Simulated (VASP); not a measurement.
# BN (F-43m) in VASP: further runs, part 2 of 2

VASP 6.6.1.

## (3) Relaxation of cell and atoms, PBE+D3(BJ)

This run uses another cell than the first one, of 5.95 Å³/atom, 1.015 times its volume.

The input, INCAR:

```
SYSTEM = BN
PREC = Accurate
ENCUT = 600
EDIFF = 1E-6
ISMEAR = 0
SIGMA = 0.02
LREAL = .FALSE.
LASPH = .TRUE.
NELM = 100
ALGO = Normal
ISIF = 3
LWAVE = .FALSE.
LCHARG = .FALSE.
GGA = PE
IVDW = 12
IBRION = 2
NSW = 70
EDIFFG = -0.005
```

The input, KPOINTS:

```
regular mesh
0
G
  12 12 12
  0 0 0
```

The input, POSCAR:

```
BN
1.0
    0.0000000000      1.8123485119      1.8123485119
    1.8123485119      0.0000000000      1.8123485119
    1.8123485119      1.8123485119      0.0000000000
B N
1 1
Direct
    0.0000000000      0.0000000000      0.0000000000
    0.7500000000      0.7500000000      0.7500000000
```

Potentials or basis: VASP PAW PBE potentials, release 64 (B, N).

The run is started by

```
> cat potpaw_PBE.64/B/POTCAR potpaw_PBE.64/N/POTCAR > POTCAR
> mpirun -np 1 vasp_std > vasp.out
```

OUTCAR:

```text
SYSTEM = BN
   PREC = Accurate
   ENCUT = 600
   EDIFF = 1E-6
   ISMEAR = 0
   LREAL = .FALSE.
   LASPH = .TRUE.
   NELM = 100
   ISIF = 3
   GGA = PE
   IVDW = 12
   IBRION = 2
   NSW = 70
   EDIFFG = -0.005
 IVDW          = 12

 ion  position               nearest neighbor table
   1  0.000  0.000  0.000-   2 1.57   2 1.57   2 1.57   2 1.57
   2  0.750  0.750  0.750-   1 1.57   1 1.57   1 1.57   1 1.57

  LATTYP: Found a face centered cubic cell.
 ALAT       =     3.6246970238

  Lattice vectors:

 A1 = (   0.0000000000,   1.8123485119,   1.8123485119)
 A2 = (   1.8123485119,   0.0000000000,   1.8123485119)
 A3 = (   1.8123485119,   1.8123485119,   0.0000000000)

Analysis of symmetry for initial positions (statically):
=====================================================================
 Subroutine PRICEL returns:
 Original cell was already a primitive cell.

 Routine SETGRP: Setting up the symmetry group for a
 face centered cubic supercell.

 Subroutine GETGRP returns: Found 24 space group operations
 (whereof 24 operations were pure point group operations)
 out of a pool of 48 trial point group operations.

The static configuration has the point symmetry T_d .

Analysis of symmetry for dynamics (positions and initial velocities):
=====================================================================
 Subroutine PRICEL returns:
 Original cell was already a primitive cell.

 Routine SETGRP: Setting up the symmetry group for a
 face centered cubic supercell.

 Subroutine GETGRP returns: Found 24 space group operations
 (whereof 24 operations were pure point group operations)
 out of a pool of 48 trial point group operations.

The dynamic configuration has the point symmetry T_d .

 Subroutine INISYM returns: Found 24 space group operations
 (whereof 24 operations are pure point group operations),
 and found     1 'primitive' translations

----------------------------------------------------------------------------------------

                                     Primitive cell

  volume of cell :      11.9057

  direct lattice vectors                    reciprocal lattice vectors
[... 97 lines left out ...]
   PSTRESS=    0.0 pullay stress
   NELECT =       8.0000    total number of electrons
   NUPDOWN=      -1.0000    fix difference up-down
   EMIN   =  10.00;   EMAX   =-10.00  energy-range for DOS
   EFERMI =   0.00;   METHOD = LEGACY
   ISMEAR =     0;   SIGMA  =   0.02  broadening in eV -4-tet -1-fermi 0-gaus
   EFERMI_NEDOS =   21; number of points for ismear=-14 and -15
   IALGO  =     38    algorithm
   IMIX   =      4    mixing-type and parameters
     AMIX     =   0.40;   BMIX     =  1.00
     AMIX_MAG =   1.60;   BMIX_MAG =  1.00
  volume/ion in A,a.u.               =       5.95        40.17
  Fermi-wavevector in a.u.,A,eV,Ry     =   1.433903  2.709684 27.974638  2.056078
  Thomas-Fermi vector in A             =   2.553370
   LORBIT       =      0    0 simple, 1 ext, 2 COOP (PROOUT), +10 PAW based schemes
   GGA     = PE    functional components
   LHFCALC =     F    Hartree Fock is set to
   AEXX    =    0.0000 exact exchange contribution
   IVDW    =    12    specifies the selected vdW correction
   LEPSILON=     F    determine dielectric tensor
   LRPA    =     F    only Hartree local field effects (RPA)
 conjugate gradient relaxation of ions
 non-spin polarized calculation
 Gauss-broadening in eV      SIGMA  =   0.02
  energy-cutoff  :      600.00
  volume of cell :       11.91
 maximum number of plane-waves:       415
   NGX = 11   NGY = 11   NGZ = 11

--------------------------------------- Ionic step        1  -------------------------------------------

 number of electron       7.9999999 magnetization

 Free energy of the ion-electron system (eV)
  ---------------------------------------------------
  ext. energy  EPLUGINS =         0.00000000
  ---------------------------------------------------
  free energy    TOTEN  =       -17.45462963 eV

  energy without entropy =      -17.45462963  energy(sigma->0) =      -17.45462963

------------------------ aborting loop because EDIFF is reached ----------------------------------------

 Edisp (eV)   -0.41502

 E8    (eV) :    -0.1227
[... 71 lines left out ...]
--------------------------------------- Ionic step        3  -------------------------------------------

 number of electron       7.9999999 magnetization

 Free energy of the ion-electron system (eV)
  ---------------------------------------------------
  ext. energy  EPLUGINS =         0.00000000
  ---------------------------------------------------
  free energy    TOTEN  =       -17.45148635 eV

  energy without entropy =      -17.45148635  energy(sigma->0) =      -17.45148635

 E-fermi :   7.6221     XC(G=0): -12.8572

 val. band max:        7.4901431806   @ k =   0.0000   0.0000   0.0000
 cond. band min:      11.9570991614   @ k =   0.5000   0.5000   0.0000
 fundamental gap:      4.4669559807
 Fermi energy:         7.6220983425

 k-point     1 :       0.0000    0.0000    0.0000
  band No.  band energies     occupation
      1     -12.8215      2.00000
      2       7.4901      2.00000
      3       7.4901      2.00000
      4       7.4901      2.00000
      5      16.3436      0.00000
      6      16.3436      0.00000
      7      16.3436      0.00000
      8      17.9559      0.00000
[... 243 lines left out ...]
 k-point    24 :      -0.4167    0.1667    0.0000
  band No.  band energies     occupation
      1      -8.2052      2.00000
      2      -2.5684      2.00000
      3       3.3434      2.00000
      4       4.9047      2.00000
      5      16.8397      0.00000
      6      19.7855      0.00000
      7      19.7866      0.00000
      8      23.2730      0.00000

 [... further k-points ...]

------------------------ aborting loop because EDIFF is reached ----------------------------------------

 Edisp (eV)   -0.42134

 E8    (eV) :    -0.1245
[... 25 lines left out ...]
  FREE ENERGIE OF THE ION-ELECTRON SYSTEM (eV)
  ---------------------------------------------------
  free  energy   TOTEN  =       -17.8728312795 eV

  energy  without entropy=      -17.8728312795  energy(sigma->0) =      -17.87283128

 reached required accuracy - stopping structural energy minimisation
```

OSZICAR:

```text
N       E                     dE             d eps       ncg     rms          rms(c)
DAV:   1     0.148779623801E+02    0.14878E+02   -0.56039E+03  1160   0.110E+03
DAV:   2    -0.181295337920E+02   -0.33007E+02   -0.32024E+02  1584   0.204E+02
DAV:   3    -0.184076049749E+02   -0.27807E+00   -0.27807E+00  1320   0.222E+01
[... 20 lines left out ...]
DAV:   2    -0.174517108419E+02    0.35753E-02   -0.16463E-02  1408   0.104E+00    0.122E-01
DAV:   3    -0.174515429780E+02    0.16786E-03   -0.44571E-04  1328   0.218E-01    0.497E-02
DAV:   4    -0.174514878735E+02    0.55104E-04   -0.71900E-05  1336   0.793E-02    0.132E-02
DAV:   5    -0.174514867302E+02    0.11433E-05   -0.24740E-06  1176   0.138E-02    0.797E-03
DAV:   6    -0.174514863521E+02    0.37814E-06   -0.13655E-07   576   0.566E-03
   3 F= -.17872831E+02 E0= -.17872831E+02  d E =-.318543E-02
```

CONTCAR:

```text
BN
   1.00000000000000
    -0.0000000000000000    1.8032344683834398    1.8032344683834398
     1.8032344683834398    0.0000000000000000    1.8032344683834398
     1.8032344683834398    1.8032344683834398    0.0000000000000000
  B               N
     1     1
Direct
     0.0000000000000000    0.0000000000000000    0.0000000000000000
     0.7500000000000000    0.7500000000000000    0.7500000000000000

  0.00000000E+00  0.00000000E+00  0.00000000E+00
  0.00000000E+00  0.00000000E+00  0.00000000E+00
```

Run time: 8.2 s. Hardware: 1 thread of Intel Xeon Platinum 8559C (Emerald Rapids), shared host; peak memory 0.14 GiB.

Results:

* Free energy: -17.8728 eV
* Relaxed volume: 5.86 Å³/atom
* Relaxed cell: a = 2.550 Å, b = 2.550 Å, c = 2.550 Å, α = 60.00°, β = 60.00°, γ = 60.00°
* Space group after relaxing (to 0.05 Å): F-43m (No. 216)
* Energy gained by relaxing: 1.6 meV/atom
* Ionic steps: 3
* Pressure after relaxing: 0.0 GPa
* Band gap on the k mesh: 4.47 eV, indirect (least direct gap 8.85 eV)
* Dispersion energy per atom: -0.211 eV

The path:
```tsv
step	energy change (eV)	largest force (eV/Å)	pressure (GPa)	volume (Å³)
1	0.0000	0.0000	-5.62	11.91
2	0.0001	0.0000	6.01	11.55
3	-0.0032	0.0000	0.00	11.73
```

Final structure:
```
CELL_PARAMETERS angstrom
0.00000 1.80323 1.80323
1.80323 0.00000 1.80323
1.80323 1.80323 0.00000
ATOMIC_POSITIONS crystal
B 0.00000 0.00000 0.00000
N 0.75000 0.75000 0.75000
```

Levels at points of the mesh, in eV from the valence-band top:
```
           k point  band 1  band 2  band 3  band 4  band 5  band 6  band 7  band 8
(0.00, 0.00, 0.00)  -20.31    0.00    0.00    0.00    8.85    8.85    8.85   10.47
(0.50, 0.00, 0.00)  -16.06  -10.76   -1.95   -1.95   10.24   10.74   10.74   15.33
(0.50, 0.50, 0.00)  -14.68   -8.96   -4.94   -4.94    4.47    9.27   18.03   18.03
```
